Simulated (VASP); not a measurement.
# MgS (Fm-3m) in VASP: a series of runs, part 2 of 2

VASP 6.6.1. The steps go on from the part before.

## (4) Single point, LDA

This run uses another cell than the first one, of 16.14 Å³/atom, 0.968 times its volume.

File INCAR:

```
SYSTEM = MgS
ALGO = Normal
EDIFF = 1E-6
ENCUT = 520
GGA = CA
ISIF = 2
ISMEAR = 0
LASPH = .TRUE.
LCHARG = .FALSE.
LREAL = .FALSE.
LWAVE = .FALSE.
NBANDS = 11
NELM = 60
PREC = Accurate
SIGMA = 0.01
```

File KPOINTS:

```
k-points
0
G
  8 8 8
  0 0 0
```

File POSCAR:

```
MgS
1.0
    0.0000000000      2.5269732956      2.5269732956
    2.5269732956      0.0000000000      2.5269732956
    2.5269732956      2.5269732956      0.0000000000
Mg S
1 1
Direct
    0.0000000000      0.0000000000      0.0000000000
    0.5000000000      0.5000000000      0.5000000000
```

Potentials or basis: VASP PAW LDA potentials, release 64 (Mg, S).

The run is started by

```console
> cat potpaw_LDA.64/Mg/POTCAR potpaw_LDA.64/S/POTCAR > POTCAR
> mpirun -np 1 vasp_std > vasp.out
```

OUTCAR:

```text
SYSTEM = MgS
   EDIFF = 1E-6
   ENCUT = 520
   GGA = CA
   ISIF = 2
   ISMEAR = 0
   LASPH = .TRUE.
   LREAL = .FALSE.
   NELM = 60
   PREC = Accurate

 ion  position               nearest neighbor table
   1  0.000  0.000  0.000-   2 2.53   2 2.53   2 2.53   2 2.53   2 2.53   2 2.53
   2  0.500  0.500  0.500-   1 2.53   1 2.53   1 2.53   1 2.53   1 2.53   1 2.53

  LATTYP: Found a face centered cubic cell.
 ALAT       =     5.0539465912

  Lattice vectors:

 A1 = (   0.0000000000,   2.5269732956,   2.5269732956)
 A2 = (   2.5269732956,   0.0000000000,   2.5269732956)
 A3 = (   2.5269732956,   2.5269732956,   0.0000000000)

Analysis of symmetry for initial positions (statically):
=====================================================================
 Subroutine PRICEL returns:
 Original cell was already a primitive cell.

 Routine SETGRP: Setting up the symmetry group for a
 face centered cubic supercell.

 Subroutine GETGRP returns: Found 48 space group operations
 (whereof 48 operations were pure point group operations)
 out of a pool of 48 trial point group operations.

The static configuration has the point symmetry O_h .

Analysis of symmetry for dynamics (positions and initial velocities):
=====================================================================
 Subroutine PRICEL returns:
 Original cell was already a primitive cell.

 Routine SETGRP: Setting up the symmetry group for a
 face centered cubic supercell.

 Subroutine GETGRP returns: Found 48 space group operations
 (whereof 48 operations were pure point group operations)
 out of a pool of 48 trial point group operations.

The dynamic configuration has the point symmetry O_h .

 Subroutine INISYM returns: Found 48 space group operations
 (whereof 48 operations are pure point group operations),
 and found     1 'primitive' translations

----------------------------------------------------------------------------------------

                                     Primitive cell

  volume of cell :      32.2725

  direct lattice vectors                    reciprocal lattice vectors
     0.000000000  2.526973296  2.526973296    -0.197865170  0.197865170  0.197865170
     2.526973296  0.000000000  2.526973296     0.197865170 -0.197865170  0.197865170
     2.526973296  2.526973296  0.000000000     0.197865170  0.197865170 -0.197865170

  length of vectors
     3.573679906  3.573679906  3.573679906     0.342712527  0.342712527  0.342712527

  position of ions in fractional coordinates (direct lattice)
     0.000000000  0.000000000  0.000000000
     0.500000000  0.500000000  0.500000000

  ion indices of the primitive-cell ions
   primitive index   ion index
                 1           1
                 2           2

----------------------------------------------------------------------------------------

 KPOINTS: k-points

Automatic generation of k-mesh.
 Grid dimensions read from file:
 generate k-points for:    8    8    8

 Generating k-lattice:

  Cartesian coordinates                     Fractional coordinates (reciprocal lattice)
    -0.024733146  0.024733146  0.024733146     0.125000000  0.000000000  0.000000000
     0.024733146 -0.024733146  0.024733146     0.000000000  0.125000000  0.000000000
     0.024733146  0.024733146 -0.024733146     0.000000000  0.000000000  0.125000000

  Length of vectors
     0.042839066  0.042839066  0.042839066

  Shift w.r.t. Gamma in fractional coordinates (k-lattice)
     0.000000000  0.000000000  0.000000000

 Subroutine IBZKPT returns following result:
 ===========================================

 Found     29 irreducible k-points:

 Following reciprocal coordinates:
            Coordinates               Weight
  0.000000  0.000000  0.000000      1.000000
  0.125000  0.000000  0.000000      8.000000
  0.250000  0.000000  0.000000      8.000000
  0.375000  0.000000  0.000000      8.000000
  0.500000  0.000000  0.000000      4.000000
  0.125000  0.125000  0.000000      6.000000
[... 16 lines left out ...]
  0.500000  0.250000  0.125000     48.000000
 -0.375000  0.250000  0.125000     24.000000
 [... further k-points ...]
   k-points           NKPTS =     29   k-points in BZ     NKDIM =     29   number of bands    NBANDS=     11
   number of dos      NEDOS =    301   number of ions     NIONS =      2
   total plane-waves  NPLWV =  21952
   dimension x,y,z NGX =    28 NGY =   28 NGZ =   28
   dimension x,y,z NGXF=    56 NGYF=   56 NGZF=   56
   ions per type =               1   1
   NGX,Y,Z   is equivalent  to a cutoff of  13.03, 13.03, 13.03 a.u.
   NGXF,Y,Z  is equivalent  to a cutoff of  26.05, 26.05, 26.05 a.u.
 SYSTEM =  MgS
   PREC   = accura    normal or accurate (medium, high low for compatibility)
   ISTART =      0    job   : 0-new  1-cont  2-samecut
   ICHARG =      2    charge: 1-file 2-atom 10-const
   ISPIN  =      1    spin polarized calculation?
   LNONCOLLINEAR =      F non collinear calculations
   LSORBIT =      F    spin-orbit coupling
   LASPH  =      T    aspherical Exc in radial PAW
   ENCUT  =  520.0 eV  38.22 Ry    6.18 a.u.   6.64  6.64  6.64*2*pi/ulx,y,z
   NELM   =     60;   NELMIN=  2; NELMDL= -5     # of ELM steps
   EDIFF  = 0.1E-05   stopping-criterion for ELM
   LREAL  =      F    real-space projection
   EDIFFG = 0.1E-04   stopping-criterion for IOM
   NSW    =      0    number of steps for IOM
   IBRION =     -1    ionic relax: 0-MD 1-quasi-New 2-CG
   NFREE  =      0    steps in history (QN), initial steepest desc. (CG)
   ISIF   =      2    stress and relaxation
   ISYM   =      2    0-nonsym 1-usesym 2-fastsym
   POTIM  = 0.5000    time-step for ionic-motion
   TEBEG  =    0.0;   TEEND  =   0.0 temperature during run
   PSTRESS=    0.0 pullay stress
   NELECT =       8.0000    total number of electrons
   NUPDOWN=      -1.0000    fix difference up-down
   EMIN   =  10.00;   EMAX   =-10.00  energy-range for DOS
   EFERMI =   0.00;   METHOD = LEGACY
   ISMEAR =     0;   SIGMA  =   0.01  broadening in eV -4-tet -1-fermi 0-gaus
   EFERMI_NEDOS =   21; number of points for ismear=-14 and -15
   IALGO  =     38    algorithm
   IMIX   =      4    mixing-type and parameters
     AMIX     =   0.40;   BMIX     =  1.00
     AMIX_MAG =   1.60;   BMIX_MAG =  1.00
  volume/ion in A,a.u.               =      16.14       108.89
  Fermi-wavevector in a.u.,A,eV,Ry     =   1.028397  1.943389 14.389530  1.057601
  Thomas-Fermi vector in A             =   2.162391
   LORBIT       =      0    0 simple, 1 ext, 2 COOP (PROOUT), +10 PAW based schemes
   GGA     = CA    functional components
   LHFCALC =     F    Hartree Fock is set to
   AEXX    =    0.0000 exact exchange contribution
   IVDW    =     0    specifies the selected vdW correction
   LEPSILON=     F    determine dielectric tensor
   LRPA    =     F    only Hartree local field effects (RPA)
 non-spin polarized calculation
 Gauss-broadening in eV      SIGMA  =   0.01
  energy-cutoff  :      520.00
  volume of cell :       32.27
 maximum number of plane-waves:       893
   NGX = 13   NGY = 13   NGZ = 13

 number of electron       8.0000001 magnetization

 Free energy of the ion-electron system (eV)
  ---------------------------------------------------
  ext. energy  EPLUGINS =         0.00000000
  ---------------------------------------------------
  free energy    TOTEN  =        -9.57936945 eV

  energy without entropy =       -9.57936945  energy(sigma->0) =       -9.57936945

 E-fermi :   4.4768     XC(G=0): -10.3521

 val. band max:        4.4060332583   @ k =   0.0000   0.0000   0.0000
 cond. band min:       7.1467063560   @ k =   0.5000   0.5000   0.0000
 fundamental gap:      2.7406730978
 Fermi energy:         4.4768348103

 k-point     1 :       0.0000    0.0000    0.0000
  band No.  band energies     occupation
      1      -8.7660      2.00000
      2       4.4060      2.00000
      3       4.4060      2.00000
      4       4.4060      2.00000
      5       8.6233      0.00000
      6      12.1709      0.00000
      7      12.1709      0.00000
      8      12.1709      0.00000
      9      14.7549      0.00000
     10      14.7549      0.00000
     11      16.9563      0.00000
[... 309 lines left out ...]
 k-point    24 :      -0.3750    0.2500    0.1250
  band No.  band energies     occupation
      1      -6.9552      2.00000
      2      -0.4202      2.00000
      3       1.9573      2.00000
      4       3.0674      2.00000
      5       9.9950      0.00000
      6      10.5366      0.00000
      7      12.9448      0.00000
      8      14.1139      0.00000
      9      16.8932      0.00000
     10      18.2196      0.00000
     11      20.2988      0.00000

 [... further k-points ...]
[... 5 lines left out ...]
  --------------------------------------------------------------------------------------
  -------------------------------------------------------------------------------------
  Total        0.6898900      0.6898900      0.6898900      0.0000000      0.0000000     -0.0000000
  in kB       34.2498332     34.2498332     34.2498332      0.0000000      0.0000000     -0.0000000
  external PRESSURE =      34.2498332 kB  Pullay stress =       0.0000000 kB

 VOLUME and BASIS-vectors are now :
 -----------------------------------------------------------------------------
  energy-cutoff  :      520.00
  volume of cell :       32.27
      direct lattice vectors                 reciprocal lattice vectors
     0.000000000  2.526973296  2.526973296    -0.197865170  0.197865170  0.197865170
     2.526973296  0.000000000  2.526973296     0.197865170 -0.197865170  0.197865170
     2.526973296  2.526973296  0.000000000     0.197865170  0.197865170 -0.197865170

 POSITION                                       TOTAL-FORCE (eV/Angst)
 -----------------------------------------------------------------------------------
      0.00000      0.00000      0.00000        -0.000000     -0.000000     -0.000000
      2.52697      2.52697      2.52697         0.000000      0.000000      0.000000
 -----------------------------------------------------------------------------------
    total drift:                                0.000000      0.000000      0.000000

  FREE ENERGIE OF THE ION-ELECTRON SYSTEM (eV)
  ---------------------------------------------------
  free  energy   TOTEN  =        -9.5793694497 eV

  energy  without entropy=       -9.5793694497  energy(sigma->0) =       -9.57936945
```

OSZICAR:

```text
N       E                     dE             d eps       ncg     rms          rms(c)
DAV:   1     0.196087049314E+02    0.19609E+02   -0.36661E+03   662   0.594E+02
DAV:   2    -0.881046000853E+01   -0.28419E+02   -0.26628E+02   796   0.101E+02
DAV:   3    -0.998644643910E+01   -0.11760E+01   -0.11745E+01   778   0.214E+01
DAV:   4    -0.999273592277E+01   -0.62895E-02   -0.62890E-02   763   0.189E+00
DAV:   5    -0.999278349048E+01   -0.47568E-04   -0.47567E-04   777   0.161E-01    0.484E+00
DAV:   6    -0.963265175622E+01    0.36013E+00   -0.74060E-01   737   0.343E+00    0.375E+00
DAV:   7    -0.958397948929E+01    0.48672E-01   -0.19697E-01   746   0.187E+00    0.227E+00
DAV:   8    -0.957971030812E+01    0.42692E-02   -0.10795E-02   707   0.568E-01    0.865E-01
DAV:   9    -0.957939307752E+01    0.31723E-03   -0.60415E-04   737   0.128E-01    0.354E-01
DAV:  10    -0.957937273642E+01    0.20341E-04   -0.62872E-05   751   0.385E-02    0.111E-01
DAV:  11    -0.957936940947E+01    0.33270E-05   -0.17068E-05   731   0.180E-02    0.145E-02
DAV:  12    -0.957936944971E+01   -0.40245E-07   -0.23851E-07   430   0.346E-03
   1 F= -.95793694E+01 E0= -.95793694E+01  d E =-.560545E-26
```

Run time: 9.3 s. Hardware: 1 thread of AMD EPYC 7R43 (Zen 3), shared host; peak memory 0.11 GiB.

What came out:

| Property | Result |
| --- | --- |
| Free energy | -9.5794 eV |
| Pressure | 3.4 GPa |
| Band gap on the k mesh | 2.74 eV, indirect (least direct gap 4.22 eV) |

## (5) Relaxation of cell and atoms, LDA, target pressure 1 GPa, at which the enthalpy is minimised

This run uses another cell than the first one, of 16.86 Å³/atom, 1.011 times its volume.

File INCAR:

```
SYSTEM = MgS
PREC = Accurate
ENCUT = 600
EDIFF = 1E-6
ISMEAR = 0
SIGMA = 0.01
LREAL = .False.
LASPH = .True.
NELM = 80
ALGO = Normal
ISIF = 3
LWAVE = .False.
LCHARG = .False.
GGA = CA
IBRION = 2
NSW = 100
EDIFFG = -0.002
PSTRESS = 10.0
```

File KPOINTS:

```
Automatic mesh
0
Gamma
  8 8 8
  0 0 0
```

File POSCAR:

```
MgS
1.0
    0.0000000000      2.5641819422      2.5641819422
    2.5641819422      0.0000000000      2.5641819422
    2.5641819422      2.5641819422      0.0000000000
Mg S
1 1
Direct
    0.0000000000      0.0000000000      0.0000000000
    0.5000000000      0.5000000000      0.5000000000
```

The run is started by

```console
> cat potpaw_LDA.64/Mg/POTCAR potpaw_LDA.64/S/POTCAR > POTCAR
> mpirun -np 1 vasp_std > vasp.out
```

It took 18 s on 1 thread of AMD EPYC 7R43 (Zen 3), shared host; peak memory 0.12 GiB.

It converged, with:

```
Free energy                                            : -9.5917 eV
Relaxed volume                                         : 16.57 Å³/atom
Relaxed cell                                           : a = 3.605 Å, b = 3.605 Å, c = 3.605 Å, α = 60.00°, β = 60.00°, γ = 60.00°
Space group after relaxing (to 0.05 Å)                 : Fm-3m (No. 225)
Energy change on relaxing (the enthalpy is what falls) : +0.4 meV/atom
Ionic steps                                            : 3
Pressure after relaxing                                : 1.0 GPa
Band gap on the k mesh                                 : 2.69 eV, indirect (least direct gap 3.99 eV)
```

The path:
```csv
step,energy change (eV),largest force (eV/Å),pressure (GPa),volume (Å³)
1,0.0000,0.0000,-0.53,33.72
2,0.0023,0.0000,1.52,32.94
3,0.0008,0.0000,1.00,33.13
```

Final structure:
```cif
data_structure
_symmetry_space_group_name_H-M 'P 1'
_symmetry_Int_Tables_number 1
_cell_length_a 3.6051
_cell_length_b 3.6051
_cell_length_c 3.6051
_cell_angle_alpha 60.000
_cell_angle_beta 60.000
_cell_angle_gamma 60.000
_cell_volume 33.13
loop_
_atom_site_label
_atom_site_type_symbol
_atom_site_fract_x
_atom_site_fract_y
_atom_site_fract_z
_atom_site_occupancy
Mg1 Mg 0.00000 0.00000 0.00000 1
S1 S 0.50000 0.50000 0.50000 1
```

Levels at points of the mesh, in eV from the valence-band top:
```csv
k point,band 1,band 2,band 3,band 4,band 5,band 6,band 7,band 8
"(0.00, 0.00, 0.00)",-13.01,0.00,0.00,0.00,3.99,7.79,7.79,7.79
"(0.50, 0.00, 0.00)",-11.51,-5.24,-0.67,-0.67,4.47,6.81,6.81,10.50
"(0.50, 0.50, 0.00)",-11.08,-4.58,-1.85,-1.85,2.69,4.05,12.40,12.93
```

Caveat: the cell is relaxed towards a set pressure, so the enthalpy falls and the energy may rise. Zero-point motion and thermal expansion aren't in these numbers.

## (6) Relaxation of cell and atoms, LDA, target pressure 2 GPa, at which the enthalpy is minimised

This run uses another cell than the first one, of 16.86 Å³/atom, 1.011 times its volume.

File INCAR:

```
ALGO = Normal ; EDIFF = 1E-7
EDIFFG = -0.002 ; ENCUT = 600
GGA = CA ; IBRION = 2
ISIF = 3 ; ISMEAR = 0
LASPH = T ; LCHARG = F
LREAL = F ; LWAVE = F
NELM = 80 ; NSW = 100
PREC = Accurate ; PSTRESS = 20.0
SIGMA = 0.01
```

File KPOINTS:

```
k-points
0
Gamma
  8 8 8
```

POSCAR is that of step 5.

Potentials or basis: VASP PAW LDA potentials, release 64 (Mg, S).

The run is started by

```console
> cat potpaw_LDA.64/Mg/POTCAR potpaw_LDA.64/S/POTCAR > POTCAR
> mpirun -np 1 vasp_std > vasp.out
```

OUTCAR:

```text
EDIFF = 1E-7
   EDIFFG = -0.002
   ENCUT = 600
   GGA = CA
   IBRION = 2
   ISIF = 3
   ISMEAR = 0
   LASPH = T
   LREAL = F
   NELM = 80
   NSW = 100
   PREC = Accurate
   PSTRESS = 20.0

 ion  position               nearest neighbor table
   1  0.000  0.000  0.000-   2 2.56   2 2.56   2 2.56   2 2.56   2 2.56   2 2.56
   2  0.500  0.500  0.500-   1 2.56   1 2.56   1 2.56   1 2.56   1 2.56   1 2.56

  LATTYP: Found a face centered cubic cell.
 ALAT       =     5.1283638844

  Lattice vectors:

 A1 = (   0.0000000000,   2.5641819422,   2.5641819422)
 A2 = (   2.5641819422,   0.0000000000,   2.5641819422)
 A3 = (   2.5641819422,   2.5641819422,   0.0000000000)

Analysis of symmetry for initial positions (statically):
=====================================================================
[... 255 lines left out ...]
  ---------------------------------------------------
  free energy    TOTEN  =        -9.58828339 eV

  energy without entropy =       -9.58828339  energy(sigma->0) =       -9.58828339

 E-fermi :   4.3163     XC(G=0): -10.2878

 val. band max:        4.2560054620   @ k =   0.0000   0.0000   0.0000
 cond. band min:       6.9655085587   @ k =   0.5000   0.5000   0.0000
 fundamental gap:      2.7095030966
 Fermi energy:         4.3163392688

 k-point     1 :       0.0000    0.0000    0.0000
  band No.  band energies     occupation
      1      -8.8184      2.00000
      2       4.2560      2.00000
      3       4.2560      2.00000
      4       4.2560      2.00000
      5       8.3410      0.00000
      6      12.0362      0.00000
      7      12.0362      0.00000
      8      12.0362      0.00000
[... 243 lines left out ...]
 k-point    24 :      -0.3750    0.2500    0.1250
  band No.  band energies     occupation
      1      -7.0581      2.00000
      2      -0.4885      2.00000
      3       1.8576      2.00000
      4       2.9484      2.00000
      5       9.8128      0.00000
      6      10.3570      0.00000
      7      12.7468      0.00000
      8      13.8915      0.00000

 [... further k-points ...]
[... 5 lines left out ...]
  --------------------------------------------------------------------------------------
  -------------------------------------------------------------------------------------
  Total        0.4087298      0.4087298      0.4087298      0.0000000     -0.0000000      0.0000000
  in kB       19.9847263     19.9847263     19.9847263      0.0000000     -0.0000000      0.0000000
  external PRESSURE =      -0.0152737 kB  Pullay stress =      20.0000000 kB
[... 21 lines left out ...]
  energy  without entropy=       -9.5882833879  energy(sigma->0) =       -9.58828339

  enthalpy is  TOTEN    =        -9.1792412057 eV   P V=        0.4090421822

 reached required accuracy - stopping structural energy minimisation
```

CONTCAR:

```text
MgS
   1.00000000000000
     0.0000000000000000    2.5398392433717798    2.5398392433717798
     2.5398392433717798   -0.0000000000000000    2.5398392433717798
     2.5398392433717798    2.5398392433717798   -0.0000000000000000
  Mg              S
     1     1
Direct
     0.0000000000000000    0.0000000000000000    0.0000000000000000
     0.5000000000000000    0.5000000000000000    0.5000000000000000

  0.00000000E+00  0.00000000E+00  0.00000000E+00
  0.00000000E+00  0.00000000E+00  0.00000000E+00
```

Run time: 21 s. Hardware: 1 thread of AMD EPYC 7R43 (Zen 3), shared host; peak memory 0.12 GiB.

Results:

| Item | Value |
| --- | --- |
| Free energy | -9.5883 eV |
| Relaxed volume | 16.38 Å³/atom |
| Relaxed cell | a = 3.592 Å, b = 3.592 Å, c = 3.592 Å, α = 60.00°, β = 60.00°, γ = 60.00° |
| Space group after relaxing (to 0.05 Å) | Fm-3m (No. 225) |
| Energy change on relaxing (the enthalpy is what falls) | +2.1 meV/atom |
| Ionic steps | 3 |
| Pressure after relaxing | 2.0 GPa |
| Band gap on the k mesh | 2.71 eV, indirect (least direct gap 4.08 eV) |

The path:
```csv
step,energy change (eV),largest force (eV/Å),pressure (GPa),volume (Å³)
1,0.0000,0.0000,-0.52,33.72
2,0.0093,0.0000,2.96,32.44
3,0.0042,0.0000,2.00,32.77
```

Final structure:
```
Mg S
1.0
     0.00000    2.53984    2.53984
     2.53984    0.00000    2.53984
     2.53984    2.53984    0.00000
Mg S
1 1
Direct
  0.00000 0.00000 0.00000
  0.50000 0.50000 0.50000
```

Caveat: the cell is relaxed towards a set pressure, so the enthalpy falls and the energy may rise. A k mesh can miss the band edges.

## (7) Overview

```tsv
task	cell	cutoff (eV)	gap on the mesh (eV)	pressure (GPa)
single point	a = 3.613 Å, angles 60.0°, 2 atoms	520	2.67	0.4
single point	a = 3.599 Å, angles 60.0°, 2 atoms	520	2.70	1.4
single point	a = 3.574 Å, angles 60.0°, 2 atoms	520	2.74	3.4
relaxation of cell and atoms	relaxed to 1 GPa from a = 3.626 Å, angles 60.0°, 2 atoms	600	2.69	1.0
relaxation of cell and atoms	relaxed to 2 GPa from a = 3.626 Å, angles 60.0°, 2 atoms	600	2.71	2.0
```

Alike in all rows: level LDA; potentials or basis VASP PAW LDA potentials, release 64 (Mg, S); no spin polarisation; k mesh 8 × 8 × 8; smearing gaussian 0.01 eV.

Caveats: the cell is relaxed towards a set pressure, so the enthalpy falls and the energy may rise (some runs).

Total energies depend on the potentials used, so only differences within one code and one set of settings carry meaning.
